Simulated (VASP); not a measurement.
A run of VASP 6.6.1 is set up as follows.

Contents of INCAR:

```
SYSTEM = TiAl6N8
PREC = Accurate
ENCUT = 520
EDIFF = 1E-7
ISMEAR = 0
SIGMA = 0.02
LREAL = Auto
LASPH = .TRUE.
NELM = 60
ALGO = Normal
ISIF = 2
LWAVE = .FALSE.
LCHARG = .FALSE.
GGA = PE
IVDW = 12
NELECT = 72.0
NBANDS = 48
```

KPOINTS

```
Automatic mesh
0
G
  2 2 2
  0 0 0
```

Contents of POSCAR:

```
TiAl6N8
1.0
   -3.0810000000     -5.3364490000      0.0000000000
    4.6215000000     -2.6682240000      0.0000000000
    0.0000000000      0.0000000000      5.0310000000
Al N Ti
6 8 1
Direct
    0.5312698635      0.3301463701     -0.0187235142
    0.4930055081      0.6709516327      0.4993021268
    0.2484252999      0.8242973816     -0.0094897635
   -0.0168773466      0.6769769328      0.5230729477
    0.7554566350      0.8303464010     -0.0000021864
    0.7259410026      0.1603927792      0.5086752137
    0.4986021455      0.3466587061      0.3653995230
    0.5034459608      0.6593383112      0.8704537865
    0.2365359217      0.7881385210      0.3616905188
    0.2653142881      0.1608960990      0.9316402306
   -0.0518117594      0.3523803893      0.4175209700
    0.0006706783      0.6820308038      0.8818012324
    0.7370313353      0.8371017081      0.3735752336
    0.7375717100      0.1389456753      0.8634698867
    0.1988189014      0.2976455772      0.2534215862
```

Potentials or basis: VASP PAW PBE potentials, release 64 (Al, N, Ti_sv).

Command:

```console
$ cat potpaw_PBE.64/Al/POTCAR potpaw_PBE.64/N/POTCAR potpaw_PBE.64/Ti_sv/POTCAR > POTCAR
$ mpirun -np 1 vasp_std > vasp.out
```

(1) What does it give for the largest force?

(2) Predict the dispersion energy per atom.

Answers

(1) 0.073 eV/Å.

(2) -0.258 eV.

Caveat: the k points lie up to 0.62 Å⁻¹ apart; the cell carries a net charge on a neutralising background, which shifts energy and pressure.
